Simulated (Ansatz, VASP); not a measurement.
## MgZr2O3: VASP beside Ansatz

Contents of INCAR:

```
SYSTEM = MgZr2O3
PREC = Accurate
ENCUT = 600
EDIFF = 1E-7
ISMEAR = 0
SIGMA = 0.1
LREAL = .False.
LASPH = .True.
NELM = 60
ALGO = Normal
ISIF = 3
LWAVE = .False.
LCHARG = .False.
GGA = PE
IBRION = 2
NSW = 100
EDIFFG = -0.01
```

File KPOINTS:

```
regular mesh
0
Gamma
  12 12 4
  0 0 0
```

File POSCAR:

```
MgZr2O3
1.0
    3.0226875609      0.0000000000      0.0000000000
   -1.5113437804      2.6177242154      0.0000000000
    0.0000000000      0.0000000000      8.5809122443
Mg Zr O
1 2 3
Direct
    0.0000000000      0.0000000000      0.5000000000
    0.3333333333      0.6666666667      0.1768748891
    0.6666666667      0.3333333333      0.8231251109
    0.3333333333      0.6666666667      0.6375460675
    0.6666666667      0.3333333333      0.3624539325
    0.0000000000      0.0000000000      0.0000000000
```

Input for Ansatz:

```yaml
crystal:
  lattice:
    - [3.0226875609, 0.0, 0.0]
    - [-1.5113437804, 2.6177242154, 0.0]
    - [0.0, 0.0, 8.5809122443]
  atoms:
    - { symbol: Mg, position: [0.0, 0.0, 0.5] }
    - { symbol: Zr, position: [0.3333333333, 0.6666666667, 0.1768748891] }
    - { symbol: Zr, position: [0.6666666667, 0.3333333333, 0.8231251109] }
    - { symbol: O, position: [0.3333333333, 0.6666666667, 0.6375460675] }
    - { symbol: O, position: [0.6666666667, 0.3333333333, 0.3624539325] }
    - { symbol: O, position: [0.0, 0.0, 0.0] }
basis:
  ecutwfc: 420
kpoints:
  mp_grid: { grid: [12, 12, 4] }
hamiltonian:
  xc: pbe
scf:
  occupations: { method: gaussian, width: 0.1 }
output:
  forces: true
  stress: true
  eigenvalues: true
relax:
  adjacent_minimum: "off"
  f_tol: 0.01
  max_steps: 80
  cell: { stress_tol: 0.05 }
```

Change from the starting cell: species swapped into the NaFe2O3 type (P-3m1, No. 164).

Alike in both runs: task relaxation of cell and atoms; functional PBE; k mesh 12 × 12 × 4; occupations gaussian, width 0.1 eV; no spin polarisation.

|  | VASP | Ansatz |
| --- | --- | --- |
| version | VASP 6.6.1 | Ansatz 0.2.0 |
| potentials or method | VASP PAW PBE potentials, release 64 (Mg, Zr_sv, O), cutoff 600 eV | scalar-relativistic, plane waves, PAW |
| valence electrons in the cell | 44 | 52 |

```csv
,VASP,Ansatz,Ansatz less VASP
"gap on the k mesh at the Fermi level, each at its own relaxed structure (eV)",none,none,-
relaxed volume (Å³/atom),11.28,11.30,+0.012
relaxed length of the cell vector where the two differ most in proportion (Å),8.694,8.698,+0.0034
```

A gap of «none» marks a metal or a gap that the smearing closes. VASP's potentials hold 44 valence electrons a cell and Ansatz's 52, so a difference there can come from the potentials and not from the codes.
